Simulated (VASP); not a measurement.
# WC (P1) in VASP: single point with PBEsol

Aim: the single point of WC with PBEsol.

Program: VASP 6.6.1. These are calculated values, not measurements. Logs are shortened: lines on timing, memory, paths and dates and some standing lists are left out, and cuts for length are marked.

## (1) The cell of the first run

The typed cell holds 2 atoms: a = 2.901 Å, b = 2.901 Å, c = 2.829 Å, α = 90.00°, β = 90.00°, γ = 120.00°.

## (2) Single point, PBEsol (atom 1 (W) moved by (-0.225, -0.225) A along [1 1 0] and z)

File INCAR:

```
PREC = Accurate
ENCUT = 1300
EDIFF = 1E-6
ISMEAR = 0
SIGMA = 0.15
LREAL = F
LASPH = T
NELM = 120
ALGO = Normal
ISIF = 2
LWAVE = F
LCHARG = F
GGA = PS
NBANDS = 16
GGA_COMPAT = F
```

File KPOINTS:

```
Automatic mesh
0
Gamma
  6 6 6
```

File POSCAR:

```
WC
1.0
    2.9005014360      0.0000000000      0.0000000000
   -1.4502507180      2.5119079273      0.0000000000
    0.0000000000      0.0000000000      2.8290000000
W C
1 1
Direct
   -0.0865212091     -0.0633379210     -0.0795334040
    0.6666666667      0.3333333333      0.5000000000
```

Potentials or basis: VASP PAW PBE potentials, release 64 (W_sv, C_h).

Run with:

```bash
cat potpaw_PBE.64/W_sv/POTCAR potpaw_PBE.64/C_h/POTCAR > POTCAR
mpirun -np 1 vasp_std > vasp.out
```

OUTCAR:

```text
PREC = Accurate
   ENCUT = 1300
   EDIFF = 1E-6
   ISMEAR = 0
   LREAL = F
   LASPH = T
   NELM = 120
   ISIF = 2
   GGA = PS

 ion  position               nearest neighbor table
   1  0.913  0.937  0.920-   2 1.93   2 2.02   2 2.24   2 2.24   2 2.31   2 2.50
   2  0.667  0.333  0.500-   1 1.93   1 2.02   1 2.24   1 2.24   1 2.31   1 2.50

  LATTYP: Found a hexagonal cell.
 ALAT       =     2.9005014360
 C/A-ratio  =     0.9753485949

  Lattice vectors:

 A1 = (   2.9005014360,   0.0000000000,   0.0000000000)
 A2 = (  -1.4502507180,   2.5119079273,   0.0000000000)
 A3 = (   0.0000000000,   0.0000000000,   2.8290000000)

Analysis of symmetry for initial positions (statically):
=====================================================================
 Subroutine PRICEL returns:
 Original cell was already a primitive cell.

 Routine SETGRP: Setting up the symmetry group for a
 hexagonal supercell.

 Subroutine GETGRP returns: Found  1 space group operations
 (whereof  1 operations were pure point group operations)
 out of a pool of 24 trial point group operations.

The static configuration has the point symmetry C_1 .

Analysis of symmetry for dynamics (positions and initial velocities):
=====================================================================
 Subroutine PRICEL returns:
 Original cell was already a primitive cell.

 Routine SETGRP: Setting up the symmetry group for a
 hexagonal supercell.

 Subroutine GETGRP returns: Found  1 space group operations
 (whereof  1 operations were pure point group operations)
 out of a pool of 24 trial point group operations.

The dynamic configuration has the point symmetry C_1 .

 Subroutine INISYM returns: Found  1 space group operations
 (whereof  1 operations are pure point group operations),
 and found     1 'primitive' translations

----------------------------------------------------------------------------------------

                                     Primitive cell

  volume of cell :      20.6115

  direct lattice vectors                    reciprocal lattice vectors
[... 76 lines left out ...]
   NGXF,Y,Z  is equivalent  to a cutoff of  41.27, 41.27, 42.31 a.u.
 SYSTEM =  unknown system
   PREC   = accura    normal or accurate (medium, high low for compatibility)
   ISTART =      0    job   : 0-new  1-cont  2-samecut
   ICHARG =      2    charge: 1-file 2-atom 10-const
   ISPIN  =      1    spin polarized calculation?
   LNONCOLLINEAR =      F non collinear calculations
   LSORBIT =      F    spin-orbit coupling
   LASPH  =      T    aspherical Exc in radial PAW
   ENCUT  = 1300.0 eV  95.55 Ry    9.77 a.u.   8.53  8.53  8.32*2*pi/ulx,y,z
   NELM   =    120;   NELMIN=  2; NELMDL= -5     # of ELM steps
   EDIFF  = 0.1E-05   stopping-criterion for ELM
   LREAL  =      F    real-space projection
   EDIFFG = 0.1E-04   stopping-criterion for IOM
   NSW    =      0    number of steps for IOM
   IBRION =     -1    ionic relax: 0-MD 1-quasi-New 2-CG
   NFREE  =      0    steps in history (QN), initial steepest desc. (CG)
   ISIF   =      2    stress and relaxation
   ISYM   =      2    0-nonsym 1-usesym 2-fastsym
   POTIM  = 0.5000    time-step for ionic-motion
   TEBEG  =    0.0;   TEEND  =   0.0 temperature during run
   PSTRESS=    0.0 pullay stress
   NELECT =      18.0000    total number of electrons
   NUPDOWN=      -1.0000    fix difference up-down
   EMIN   =  10.00;   EMAX   =-10.00  energy-range for DOS
   EFERMI =   0.00;   METHOD = LEGACY
   ISMEAR =     0;   SIGMA  =   0.15  broadening in eV -4-tet -1-fermi 0-gaus
   EFERMI_NEDOS =   21; number of points for ismear=-14 and -15
   IALGO  =     38    algorithm
   IMIX   =      4    mixing-type and parameters
     AMIX     =   0.40;   BMIX     =  1.00
     AMIX_MAG =   1.60;   BMIX_MAG =  1.00
  volume/ion in A,a.u.               =      10.31        69.55
  Fermi-wavevector in a.u.,A,eV,Ry     =   1.564813  2.957068 33.315762  2.448639
  Thomas-Fermi vector in A             =   2.667381
   LORBIT       =      0    0 simple, 1 ext, 2 COOP (PROOUT), +10 PAW based schemes
   GGA     = PS    functional components
   LHFCALC =     F    Hartree Fock is set to
   AEXX    =    0.0000 exact exchange contribution
   IVDW    =     0    specifies the selected vdW correction
   LEPSILON=     F    determine dielectric tensor
   LRPA    =     F    only Hartree local field effects (RPA)
 non-spin polarized calculation
 Gauss-broadening in eV      SIGMA  =   0.15
  energy-cutoff  :     1300.00
  volume of cell :       20.61
 maximum number of plane-waves:      2236
 NGX is ok and might be reduce to    36
   NGX = 17   NGY = 17   NGZ = 17

 number of electron      18.0000000 magnetization

 Free energy of the ion-electron system (eV)
  ---------------------------------------------------
  ext. energy  EPLUGINS =         0.00000000
  ---------------------------------------------------
  free energy    TOTEN  =       -23.11179606 eV

  energy without entropy =      -23.10819520  energy(sigma->0) =      -23.10999563

 E-fermi :  11.6399     XC(G=0): -13.9606

 val. band max:       11.5819638242   @ k =   0.0000   0.1667   0.5000
 cond. band min:      11.7398461301   @ k =   0.1667  -0.0000   0.5000
 fundamental gap:      0.1578823059
 Fermi energy:        11.6398646302

 k-point     1 :       0.0000    0.0000    0.0000
  band No.  band energies     occupation
      1     -62.4229      2.00000
      2     -26.4758      2.00000
      3     -26.3822      2.00000
      4     -26.3239      2.00000
      5      -3.1120      2.00000
      6       6.3185      2.00000
[... 433 lines left out ...]
      3     -26.5681      2.00000
      4     -26.3727      2.00000
      5      -1.7950      2.00000
      6       6.0421      2.00000
[... 8 lines left out ...]
     15      24.6652      0.00000
     16      28.4770      0.00000

 [... further k-points ...]
[... 5 lines left out ...]
  --------------------------------------------------------------------------------------
  -------------------------------------------------------------------------------------
  Total        0.7455114      3.5482275      3.3118628     -1.2435840      1.8484493      1.0887761
  in kB       57.9502211    275.8114472    257.4383101    -96.6664884    143.6839919     84.6329398
  external PRESSURE =     197.0666595 kB  Pullay stress =       0.0000000 kB

 VOLUME and BASIS-vectors are now :
 -----------------------------------------------------------------------------
  energy-cutoff  :     1300.00
  volume of cell :       20.61
      direct lattice vectors                 reciprocal lattice vectors
     2.900501436  0.000000000  0.000000000     0.344767973  0.199051882  0.000000000
    -1.450250718  2.511907927  0.000000000     0.000000000  0.398103764  0.000000000
     0.000000000  0.000000000  2.829000000     0.000000000  0.000000000  0.353481796

 POSITION                                       TOTAL-FORCE (eV/Angst)
 -----------------------------------------------------------------------------------
      1.29115      2.35281      2.60400         2.087650      2.881594      3.896406
      1.45025      0.83730      1.41450        -2.087650     -2.881594     -3.896406
 -----------------------------------------------------------------------------------
    total drift:                                0.000125     -0.000012     -0.000544

  FREE ENERGIE OF THE ION-ELECTRON SYSTEM (eV)
  ---------------------------------------------------
  free  energy   TOTEN  =       -23.1117960584 eV

  energy  without entropy=      -23.1081952015  energy(sigma->0) =      -23.10999563
```

OSZICAR:

```text
N       E                     dE             d eps       ncg     rms          rms(c)
DAV:   1     0.172374778470E+03    0.17237E+03   -0.16189E+04  3584   0.240E+03
DAV:   2    -0.194766902489E+02   -0.19185E+03   -0.18480E+03  4352   0.513E+02
DAV:   3    -0.259910388716E+02   -0.65143E+01   -0.64524E+01  4000   0.777E+01
DAV:   4    -0.260431844940E+02   -0.52146E-01   -0.52137E-01  4472   0.769E+00
DAV:   5    -0.260435340988E+02   -0.34960E-03   -0.34961E-03  4144   0.639E-01    0.360E+01
DAV:   6    -0.232233661627E+02    0.28202E+01   -0.54917E+00  5152   0.254E+01    0.105E+01
DAV:   7    -0.231443773722E+02    0.78989E-01   -0.43078E-01  3640   0.566E+00    0.703E+00
DAV:   8    -0.231128324974E+02    0.31545E-01   -0.65040E-02  4176   0.229E+00    0.593E-01
DAV:   9    -0.231119139067E+02    0.91859E-03   -0.28925E-03  3880   0.455E-01    0.116E-01
DAV:  10    -0.231117949911E+02    0.11892E-03   -0.37998E-04  4416   0.223E-01    0.124E-02
DAV:  11    -0.231117959497E+02   -0.95856E-06   -0.17465E-05  4032   0.426E-02    0.112E-02
DAV:  12    -0.231117960584E+02   -0.10870E-06   -0.11740E-06  3008   0.130E-02
   1 F= -.23111796E+02 E0= -.23109996E+02  d E =-.360086E-02
```

It took 36 s on 1 thread of Intel Xeon 6975P-C (Granite Rapids), shared host; peak memory 0.32 GiB.

Results:

| Quantity | Value |
| --- | --- |
| Free energy | -23.1118 eV |
| Pressure | 19.7 GPa |
| Largest force | 5.277 eV/Å |
| Band gap on the k mesh | zero (bands 9 and 10 overlap by 1.04 eV) |

Forces in eV/Å, atoms in the order of the input:
```
W    2.088  2.882  3.896
C   -2.088 -2.882 -3.896
```

Stress tensor (GPa, compression positive):
```
 5.80 -9.67  8.46
-9.67 27.58 14.37
 8.46 14.37 25.74
```

Levels at points of the mesh, in eV from the Fermi level:
```tsv
k point	band 7	band 8	band 9	band 10	band 11	band 12
(0.00, 0.00, 0.00)	-4.06	-3.58	0.59	2.04	3.28	4.70
(0.50, 0.00, 0.00)	-4.52	-2.57	-1.51	2.57	4.40	4.73
(0.00, 0.50, 0.00)	-4.54	-3.97	-0.52	2.71	3.80	4.62
(0.50, 0.50, 0.00)	-4.75	-3.88	-0.26	2.60	3.93	4.80
(0.00, 0.00, 0.50)	-3.97	-2.17	-0.72	-0.12	2.64	4.10
(0.50, 0.00, 0.50)	-5.36	-4.94	0.92	4.09	5.05	6.15
(0.00, 0.50, 0.50)	-4.27	-3.71	-0.51	4.08	5.12	5.54
(0.50, 0.50, 0.50)	-4.51	-3.79	-0.26	3.88	5.08	5.23
```

Caveat: the k points lie up to 0.42 Å⁻¹ apart, too coarse for converged energies and pressures of a metal; the cell differs from its parent crystal (atom 1 (W) moved by (-0.225, -0.225) A along [1 1 0] and z); the PAW data sets were made with another functional, which shifts forces and pressure a little; spin-orbit coupling is left out, which moves the levels of the heavy elements.

The gap in the log of VASP goes by the Fermi energy; the results here count the filled bands.